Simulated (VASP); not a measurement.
Crystal: CsRe.

```
Cs Re
1.0
     0.00000    3.12704    3.12704
     3.12704    0.00000    3.12704
     3.12704    3.12704    0.00000
Cs Re
1 1
Cartesian
  1.5635 1.5635 1.5635
  3.1270 3.1270 3.1270
```

| Item | Value |
| --- | --- |
| Program | VASP 6.6.1 |
| Task | relaxation of cell and atoms |
| Functional | PBE |
| Potentials or basis | VASP PAW PBE potentials, release 64 (Cs_sv, Re) |
| Cutoff | 600 eV |
| k mesh | 16 × 16 × 16 |
| Occupations | gaussian, width 0.1 eV |
| Spin | no spin polarisation |

At the start: pressure 2.5 GPa; volume 30.58 Å³/atom.

Problem. How do energy, volume and symmetry change on relaxing?

Solution. Over 4 steps the energy falls by 20.8 meV/atom and the volume is 33.82 Å³/atom (+10.6 %); space group F-43m (No. 216, to 0.05 Å).

The path:
| step | energy change (eV) | largest force (eV/Å) | pressure (GPa) | volume (Å³) |
| --- | --- | --- | --- | --- |
| 1 | 0.0000 | 0.0000 | 2.47 | 61.15 |
| 2 | -0.0376 | 0.0000 | 0.59 | 65.42 |
| 3 | -0.0411 | 0.0000 | 0.19 | 66.92 |
| 4 | -0.0416 | 0.0000 | 0.02 | 67.65 |

Final structure:
```xyz
2
Lattice="0.0000 3.2340 3.2340 3.2340 0.0000 3.2340 3.2340 3.2340 0.0000" Properties=species:S:1:pos:R:3 pbc="T T T"
Cs    1.6170    1.6170    1.6170
Re    3.2340    3.2340    3.2340
```
